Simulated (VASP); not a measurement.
# Os in VASP: a series of runs, part 3 of 3

VASP 6.6.1.

## Step 5: Single point, PBEsol (volume scaled by 0.99)

Input file INCAR:

```
SYSTEM = Os
  ALGO = Normal
  EDIFF = 1E-6
  ENCUT = 520
  GGA = PS
  ISIF = 2
  ISMEAR = -1
  LASPH = .True.
  LCHARG = .True.
  LELF = .True.
  LREAL = .False.
  LVHAR = .True.
  LWAVE = .False.
  NBANDS = 10
  NELM = 80
  PREC = Accurate
  SIGMA = 0.05
```

Input file KPOINTS:

```
k-points
0
Gamma
  14 14 14
  0 0 0
```

Input file POSCAR:

```
Os
1.0
    0.0000000000      1.9384949347      1.9384949347
    1.9384949347      0.0000000000      1.9384949347
    1.9384949347      1.9384949347      0.0000000000
Os
1
Direct
    0.0000000000      0.0000000000      0.0000000000
```

Potentials or basis: VASP PAW PBE potentials, release 64 (Os).

On the command line:

```console
cat potpaw_PBE.64/Os/POTCAR > POTCAR
mpirun -np 1 vasp_std > vasp.out
```

OUTCAR:

```text
SYSTEM = Os
   EDIFF = 1E-6
   ENCUT = 520
   GGA = PS
   ISIF = 2
   ISMEAR = -1
   LASPH = .True.
   LREAL = .False.
   NELM = 80
   PREC = Accurate

 ion  position               nearest neighbor table
   1  0.000  0.000  0.000-

  LATTYP: Found a face centered cubic cell.
 ALAT       =     3.8769898694

  Lattice vectors:

 A1 = (   0.0000000000,   1.9384949347,   1.9384949347)
 A2 = (   1.9384949347,   0.0000000000,   1.9384949347)
 A3 = (   1.9384949347,   1.9384949347,   0.0000000000)

Analysis of symmetry for initial positions (statically):
=====================================================================
 Subroutine PRICEL returns:
 Original cell was already a primitive cell.

 Routine SETGRP: Setting up the symmetry group for a
 face centered cubic supercell.

 Subroutine GETGRP returns: Found 48 space group operations
 (whereof 48 operations were pure point group operations)
 out of a pool of 48 trial point group operations.

The static configuration has the point symmetry O_h .

Analysis of symmetry for dynamics (positions and initial velocities):
=====================================================================
 Subroutine PRICEL returns:
 Original cell was already a primitive cell.

 Routine SETGRP: Setting up the symmetry group for a
 face centered cubic supercell.

 Subroutine GETGRP returns: Found 48 space group operations
 (whereof 48 operations were pure point group operations)
 out of a pool of 48 trial point group operations.

The dynamic configuration has the point symmetry O_h .

 Subroutine INISYM returns: Found 48 space group operations
 (whereof 48 operations are pure point group operations),
 and found     1 'primitive' translations

----------------------------------------------------------------------------------------

                                     Primitive cell

  volume of cell :      14.5688

  direct lattice vectors                    reciprocal lattice vectors
[... 103 lines left out ...]
   IMIX   =      4    mixing-type and parameters
     AMIX     =   0.40;   BMIX     =  1.00
     AMIX_MAG =   1.60;   BMIX_MAG =  1.00
  volume/ion in A,a.u.               =      14.57        98.32
  Fermi-wavevector in a.u.,A,eV,Ry     =   1.340593  2.533353 24.452235  1.797189
  Thomas-Fermi vector in A             =   2.468893
   LORBIT       =      0    0 simple, 1 ext, 2 COOP (PROOUT), +10 PAW based schemes
   GGA     = PS    functional components
   LHFCALC =     F    Hartree Fock is set to
   AEXX    =    0.0000 exact exchange contribution
   IVDW    =     0    specifies the selected vdW correction
   LEPSILON=     F    determine dielectric tensor
   LRPA    =     F    only Hartree local field effects (RPA)
 non-spin polarized calculation
  energy-cutoff  :      520.00
  volume of cell :       14.57
 maximum number of plane-waves:       400
   NGX = 11   NGY = 11   NGZ = 11

 number of electron       8.0000000 magnetization

 Free energy of the ion-electron system (eV)
  ---------------------------------------------------
  ext. energy  EPLUGINS =         0.00000000
  ---------------------------------------------------
  free energy    TOTEN  =       -12.06429798 eV

  energy without entropy =      -12.05392136  energy(sigma->0) =      -12.05910967

 E-fermi :   8.5407     XC(G=0): -13.9222

 val. band max:        8.5402476513   @ k =   0.3571   0.2857   0.0714
 cond. band min:       8.5433112270   @ k =  -0.4286   0.3571   0.1429
 fundamental gap:      0.0030635757
 Fermi energy:         8.5407040669

 k-point     1 :       0.0000    0.0000    0.0000
  band No.  band energies     occupation
      1      -1.9259      2.00000
      2       5.7434      2.00000
      3       5.7434      2.00000
      4       5.7434      2.00000
      5       8.6220      0.32891
      6       8.6220      0.32891
      7      22.8800      0.00000
      8      28.4360      0.00000
      9      28.4360      0.00000
     10      28.4360      0.00000
[... 287 lines left out ...]
 k-point    24 :       0.2857    0.1429    0.0000
  band No.  band energies     occupation
      1       0.8497      2.00000
      2       4.2620      2.00000
      3       6.0798      2.00000
      4       6.9080      2.00000
      5       8.2965      1.98499
      6       9.6350      0.00000
      7      23.8630      0.00000
      8      26.8762      0.00000
      9      29.0534      0.00000
     10      29.8538      0.00000

 [... further k-points ...]
[... 5 lines left out ...]
  --------------------------------------------------------------------------------------
  -------------------------------------------------------------------------------------
  Total       -1.5042957     -1.5042957     -1.5042957      0.0000000     -0.0000000      0.0000000
  in kB     -165.4321000   -165.4321000   -165.4321000      0.0000000     -0.0000000      0.0000000
  external PRESSURE =    -165.4321000 kB  Pullay stress =       0.0000000 kB

 VOLUME and BASIS-vectors are now :
 -----------------------------------------------------------------------------
  energy-cutoff  :      520.00
  volume of cell :       14.57
      direct lattice vectors                 reciprocal lattice vectors
     0.000000000  1.938494935  1.938494935    -0.257932064  0.257932064  0.257932064
     1.938494935  0.000000000  1.938494935     0.257932064 -0.257932064  0.257932064
     1.938494935  1.938494935  0.000000000     0.257932064  0.257932064 -0.257932064

 POSITION                                       TOTAL-FORCE (eV/Angst)
 -----------------------------------------------------------------------------------
      0.00000      0.00000      0.00000        -0.000000      0.000000      0.000000
 -----------------------------------------------------------------------------------
    total drift:                                0.000000      0.000000     -0.000000

  FREE ENERGIE OF THE ION-ELECTRON SYSTEM (eV)
  ---------------------------------------------------
  free  energy   TOTEN  =       -12.0642979800 eV

  energy  without entropy=      -12.0539213649  energy(sigma->0) =      -12.05910967
```

OSZICAR:

```text
N       E                     dE             d eps       ncg     rms          rms(c)
DAV:   1     0.339596327624E+02    0.33960E+02   -0.42311E+03  2138   0.741E+02
DAV:   2    -0.118272674049E+02   -0.45787E+02   -0.43048E+02  2136   0.199E+02
DAV:   3    -0.128532958666E+02   -0.10260E+01   -0.10147E+01  2452   0.275E+01
DAV:   4    -0.128560269282E+02   -0.27311E-02   -0.27306E-02  2282   0.155E+00
DAV:   5    -0.128560359825E+02   -0.90543E-05   -0.90542E-05  2290   0.820E-02    0.157E+01
DAV:   6    -0.122328798504E+02    0.62316E+00   -0.74963E-01  2480   0.683E+00    0.665E+00
DAV:   7    -0.120691487772E+02    0.16373E+00   -0.46088E-01  2558   0.509E+00    0.372E-01
DAV:   8    -0.120659702363E+02    0.31785E-02   -0.20264E-03  2162   0.364E-01    0.256E-01
DAV:   9    -0.120642980968E+02    0.16721E-02   -0.80356E-04  2268   0.306E-01    0.274E-02
DAV:  10    -0.120642979800E+02    0.11674E-06   -0.91762E-06  2292   0.223E-02
   1 F= -.12064298E+02 E0= -.12059110E+02  d E =-.103766E-01
```

Wall time 5.4 s (1 thread of Intel Xeon 6975P-C (Granite Rapids), shared host); peak memory 0.13 GiB.

What came out:

* Free energy: -12.0643 eV
* Pressure: -16.5 GPa
* Band gap on the k mesh: zero (band 4 reaches 10.86 eV, above the bottom of band 5 at 7.31 eV)

Levels at points of the mesh, in eV from the Fermi level:
```csv
k point,band 1,band 2,band 3,band 4,band 5,band 6,band 7,band 8
"(0.00, 0.00, 0.00)",-10.47,-2.80,-2.80,-2.80,0.08,0.08,14.34,19.90
"(0.50, 0.00, 0.00)",-7.32,-2.94,-2.94,-0.19,2.35,2.35,8.52,13.85
"(0.50, 0.50, 0.00)",-7.17,-6.47,2.29,2.31,3.00,3.00,11.65,12.04
```

Caveat: the PAW data sets were made with another functional, which shifts forces and pressure a little; spin-orbit coupling is left out, which moves the levels of the heavy elements.

## Step 6: The runs side by side

| cell | gap on the mesh (eV) | pressure (GPa) |
| --- | --- | --- |
| a = 2.778, b = 2.778, c = 2.806 Å, angles 59.7, 59.7, 60.7°, 1 atom | none | -31.8 |
| a = 2.737 Å, angles 60.7°, 1 atom | none | -19.9 |
| a = 2.713 Å, angles 60.0°, 1 atom | none | -4.8 |
| a = 2.741 Å, angles 60.0°, 1 atom | none | -16.5 |

Alike in all rows: task single point; level PBEsol; potentials or basis VASP PAW PBE potentials, release 64 (Os); no spin polarisation; k mesh 14 × 14 × 14; cutoff (eV) 520; smearing fermi-dirac 0.05 eV.

Caveats: the PAW data sets were made with another functional, which shifts forces and pressure a little; spin-orbit coupling is left out, which moves the levels of the heavy elements.

Absolute energies hang on the potentials; compare differences alone.
